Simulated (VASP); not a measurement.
## Hf: single point with PBE

The system is Hf.

```
Hf
1.0
     3.17244    0.00000    0.00000
    -1.58622    2.74742    0.00000
     0.00000    0.00000    5.01650
Hf
2
Direct
  0.33333 0.66667 0.25000
  0.66667 0.33333 0.75000
```

This cell differs from its parent crystal: volume scaled by 0.97, then relaxed in part.

```
Program                : VASP 6.6.1
Task                   : single point
Functional             : PBE
Potentials or basis    : VASP PAW PBE potentials, release 64 (Hf_pv)
Cutoff                 : 520 eV
k mesh                 : 15 × 15 × 8
Occupations            : gaussian, width 0.1 eV
Spin                   : no spin polarisation
Dipole correction      : no
Further INCAR settings : ALGO = Normal; EDIFF = 1e-06; NBANDS = 17
```

- Pressure: 3.0 GPa
- Band gap on the k mesh: zero (band 10 reaches 6.27 eV, above the bottom of band 11 at 4.64 eV)

Levels at points of the mesh, in eV from the Fermi level:
| k point | band 6 | band 7 | band 8 | band 9 | band 10 | band 11 | band 12 | band 13 | band 14 | band 15 |
| --- | --- | --- | --- | --- | --- | --- | --- | --- | --- | --- |
| (0.00, 0.00, 0.00) | -30.13 | -7.47 | -3.79 | 0.72 | 1.18 | 1.18 | 1.47 | 2.03 | 2.03 | 2.68 |
| (0.00, 0.00, 0.50) | -30.20 | -5.44 | -5.44 | 0.13 | 0.13 | 1.07 | 1.07 | 1.07 | 1.07 | 4.91 |

Run time: 37 s on 1 thread of Intel(R) Xeon(R) Platinum 8488C (Sapphire Rapids), on a shared host, peak memory 0.22 GiB.

Caveat: spin-orbit coupling is left out, which moves the levels of the heavy elements.
